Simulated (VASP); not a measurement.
Set up this calculation in VASP 6.6.1, as the native input.

* Task: single point
* Functional: PBE
* Dispersion: D3(BJ)
* Potentials or basis: VASP PAW PBE potentials, release 64 (Te, Mo_sv)
* Cutoff: 520 eV
* k mesh: 9 × 9 × 1
* Occupations: gaussian, width 0.05 eV
* Spin: no spin polarisation
* Dipole correction: yes
* Further INCAR settings: ALGO = Normal; EDIFF = 1e-06; NBANDS = 35

The structure of Te2Mo lies in POSCAR:

```
Te2Mo
1.0
    3.5038814672      0.0000000000      0.0000000000
   -1.7519407336      3.0344503624      0.0000000000
    0.0000000000      0.0000000000     24.7677196825
Te Mo
4 2
Direct
    0.3333333333      0.6666666667      0.1816881028
    0.3333333333      0.6666666667      0.3284056807
    0.5000000000      1.3333333333      0.4689111469
    0.5000000000      1.3333333333      0.6156287247
    0.6666666667      0.3333333333      0.2550468917
    0.8333333333      1.0000000000      0.5422699358
```

This cell differs from its parent crystal: layers slid over each other.

The input as run:

INCAR

```
SYSTEM = Te2Mo
  PREC = Accurate
  ENCUT = 520
  EDIFF = 1E-6
  ISMEAR = 0
  SIGMA = 0.05
  LREAL = .FALSE.
  LASPH = .TRUE.
  NELM = 60
  ALGO = Normal
  ISIF = 2
  LWAVE = .FALSE.
  LCHARG = .FALSE.
  LDIPOL = .TRUE.
  IDIPOL = 3
  DIPOL = 0.5 0.5 0.399
  GGA = PE
  IVDW = 12
  NBANDS = 35
```

KPOINTS

```
regular mesh
0
G
  9 9 1
  0 0 0
```

Potentials or basis: VASP PAW PBE potentials, release 64 (Te, Mo_sv).

The run is started by

```console
$ cat potpaw_PBE.64/Te/POTCAR potpaw_PBE.64/Mo_sv/POTCAR > POTCAR
$ mpirun -np 1 vasp_std > vasp.out
```

Results of the run:

```
Largest force              : 0.077 eV/Å
Band gap on the k mesh     : 1.09 eV (least direct gap 1.14 eV)
Dispersion energy per atom : -0.465 eV
```

Caveat: the cell differs from its parent crystal (layers slid over each other); spin-orbit coupling is left out, which moves the levels of the heavy elements.

Wall time 14 min on 1 thread of Oxide Virtual Turin-like Processor (shared host), peak memory 0.54 GiB.
